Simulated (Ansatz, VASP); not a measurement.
**AlN: VASP and Ansatz over several settings**

```
Al N
1.0
     3.11300    0.00000    0.00000
    -1.55650    2.69594    0.00000
     0.00000    0.00000    4.98100
Al N
2 2
Direct
  0.66667 0.33333 0.50000
  0.33333 0.66667 0.00000
  0.66667 0.33333 0.88000
  0.33333 0.66667 0.38000
```

Single points on this cell with VASP 6.6.1 and Ansatz 0.2.0. Each row is one pair of runs. Alike in all rows: spin: off; smearing: fermi-dirac, width 0.05 eV; VASP's potentials, cutoff: VASP PAW PBE potentials, release 64 (Al, N), 520 eV; Ansatz's potentials, cutoff: Ansatz PAW, 420 eV.

```csv
level,k mesh,"gap on the k mesh at the Fermi level (eV), VASP","gap on the k mesh at the Fermi level (eV), Ansatz","least direct gap on the mesh (eV), VASP","least direct gap on the mesh (eV), Ansatz","pressure (GPa), VASP","pressure (GPa), Ansatz"
PBE-based screened hybrid,5 × 5 × 3,4.49,4.48,4.49,4.48,2.4,2.6
PBE,6 × 6 × 3,?,4.21,?,4.21,?,3.7
PBE-based screened hybrid,6 × 6 × 3,4.75,4.75,4.75,4.75,1.4,1.6
```

Problem. Fill in what VASP gave in row 2.

Solution. gap on the k mesh at the Fermi level (eV): 4.22; least direct gap on the mesh (eV): 4.22; pressure (GPa): 3.5.

The k mesh is coarse, so the values compare programs but aren't converged. Noted on Ansatz's runs: odd divisions of the mesh miss points on the zone boundary, where band edges often lie, so the gap on the mesh can be too wide.
